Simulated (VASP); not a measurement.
Write the native input for VASP 6.6.1 that does the following.

```
Task                   : relaxation of cell and atoms
Functional             : PBEsol
Potentials or basis    : VASP PAW PBE potentials, release 64 (Li_sv, Cl)
Cutoff                 : 600 eV
k mesh                 : 8 × 8 × 8
Occupations            : fermi-dirac, width 0.02 eV
Spin                   : no spin polarisation
Dipole correction      : no
Further INCAR settings : ALGO = Normal; EDIFF = 1e-06; IBRION = 2; EDIFFG = -0.005; NSW = 80; ISIF = 3
```

The structure of LiCl lies in POSCAR:

```
LiCl
1.0
    0.0000000000      2.5745971564      2.5745971564
    2.5745971564      0.0000000000      2.5745971564
    2.5745971564      2.5745971564      0.0000000000
Li Cl
1 1
Direct
    0.0000000000      0.0000000000      0.0000000000
    0.5000000000      0.5000000000      0.5000000000
```

One way to write it, as run:

INCAR

```
SYSTEM = LiCl
PREC = Accurate
ENCUT = 600
EDIFF = 1E-6
ISMEAR = -1
SIGMA = 0.02
LREAL = .False.
LASPH = .True.
NELM = 80
ALGO = Normal
ISIF = 3
LWAVE = .False.
LCHARG = .False.
GGA = PS
IBRION = 2
NSW = 80
EDIFFG = -0.005
```

KPOINTS

```
Automatic mesh
0
Gamma
  8 8 8
  0 0 0
```

Potentials or basis: VASP PAW PBE potentials, release 64 (Li_sv, Cl).

Run with:

```console
$ cat potpaw_PBE.64/Li_sv/POTCAR potpaw_PBE.64/Cl/POTCAR > POTCAR
$ mpirun -np 1 vasp_std > vasp.out
```

Results of the run:

```yaml
Relaxed_volume: 16.21 Å³/atom
Relaxed_cell: a = 3.579 Å, b = 3.579 Å, c = 3.579 Å, α = 60.00°, β = 60.00°, γ = 60.00°
Space_group_after_relaxing_to_0.1_Å: Fm-3m (No. 225)
Energy_gained_by_relaxing: 4.6 meV/atom
Ionic_steps: 4
Pressure_after_relaxing: 0.0 GPa
Band_gap_on_the_k_mesh: 6.37 eV
```

Caveat: the cutoff is under 1.25 times the usual one of these potentials, so pressure, stress and relaxed cells hold a basis-set (Pulay) error; the PAW data sets were made with another functional, which shifts forces and pressure a little.

It took 56 s on 1 thread of Intel Xeon 8259CL, on a shared host, peak memory 0.17 GiB.
